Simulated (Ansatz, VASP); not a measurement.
Two plane-wave programs on NaScSe2

```
Na Se Sc
1.0
     4.05244    0.00000    0.00000
     0.00000    4.05244    0.00000
     0.00000    0.00000   11.81545
Na Se Sc
2 4 2
Direct
  0.50000 0.00000 0.88803
  0.00000 0.50000 0.11197
  0.50000 0.00000 0.15131
  0.00000 0.50000 0.39442
  0.50000 0.00000 0.60558
  0.00000 0.50000 0.84869
  0.50000 0.00000 0.36115
  0.00000 0.50000 0.63885
```

Alike in both runs: task single point; functional PBE; k mesh 6 × 6 × 2; no spin polarisation.

|  | VASP | Ansatz |
| --- | --- | --- |
| version | VASP 6.6.1 | Ansatz 0.2.0 |
| potentials or method | VASP PAW PBE potentials, release 64 (Na_pv, Se, Sc_sv) | plane waves, PAW |
| plane-wave cutoff (eV) | 520 | 420 |
| occupations | gaussian, width 0.01 eV | fixed |
| valence electrons in the cell | 60 | 104 |

|  | VASP | Ansatz | Ansatz less VASP |
| --- | --- | --- | --- |
| gap on the k mesh at the Fermi level (eV) | 0.23 | 0.24 | +0.006 |
| pressure (GPa) | -1.4 | -1.5 | -0.12 |
| rms of the force components (eV/Å) | 0.062 | 0.073 | +0.0105 |

VASP's potentials hold 60 valence electrons a cell and Ansatz's 104, so a difference there can come from the potentials and not from the codes.
